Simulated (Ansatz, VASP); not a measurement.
**CuO in VASP and in Ansatz**

```
Cu O
1.0
     2.27442   -1.70624    0.07182
     2.28446    1.71998    0.04750
    -0.69852   -0.03844    5.05975
Cu O
2 2
Direct
  0.01425 0.47965 0.06043
  0.47088 0.15407 0.47412
  0.56927 0.29603 0.26394
  0.44560 0.57025 0.70150
```

Change from the starting cell: volume scaled by 0.96.

Alike in both runs: task single point; functional PBE; k mesh 10 × 10 × 5; occupations fermi-dirac, width 0.05 eV; no spin polarisation.

|  | VASP | Ansatz |
| --- | --- | --- |
| version | VASP 6.6.1 | Ansatz 0.2.0 |
| potentials or method | VASP PAW PBE potentials, release 64 (Cu, O), cutoff 520 eV | all-electron LAPW, scalar-relativistic |

```csv
,VASP,Ansatz,Ansatz less VASP
gap on the k mesh at the Fermi level (eV),none,none,-
pressure (GPa),111.1,115.6,+4.52
"traceless stress, the component that is largest in VASP (GPa)",87.55,89.34,+1.794
rms of the force components (eV/Å),17.851,18.831,+0.9807
```

Atom by atom the forces differ by 1.022 eV/Å (rms over components). A gap of «none» marks a metal or a gap that the smearing closes. Both programs put the cell under a high pressure, so it lies far from rest at this level. Ansatz ran all-electron here, and VASP with PAW potentials.

Noted on VASP's run: the cell as given lies far from equilibrium.
